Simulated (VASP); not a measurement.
# Hf: single point with PBE+D3(BJ)

The system is Hf.

```
Hf
1.0
    -1.84904    1.84904    1.84904
     1.84904   -1.84904    1.84904
     1.84904    1.84904   -1.84904
Hf
1
Direct
  0.00000 0.00000 0.00000
```

| Property | Result |
| --- | --- |
| Program | VASP 6.6.1 |
| Task | single point |
| Functional | PBE |
| Dispersion | D3(BJ) |
| Potentials or basis | VASP PAW PBE potentials, release 64 (Hf_pv) |
| Cutoff | 520 eV |
| k mesh | 9 × 9 × 9 |
| Occupations | gaussian, width 0.1 eV |
| Spin | no spin polarisation |

| Property | Result |
| --- | --- |
| Pressure | -12.8 GPa |
| Band gap on the k mesh | zero (band 5 reaches 5.19 eV, above the bottom of band 6 at 3.12 eV) |
| Dispersion energy per atom | -0.396 eV |

Levels at points of the mesh, in eV from the Fermi level:
| k point | band 3 | band 4 | band 5 | band 6 | band 7 | band 8 |
| --- | --- | --- | --- | --- | --- | --- |
| (0.00, 0.00, 0.00) | -30.37 | -6.67 | 1.37 | 1.37 | 1.37 | 3.81 |

It took 15 s on 1 thread of Intel Xeon 8259CL, with other jobs on the host, peak memory 0.12 GiB.

Caveat: spin-orbit coupling is left out, which moves the levels of the heavy elements; pairwise dispersion overbinds metals, which lowers pressure and volume.
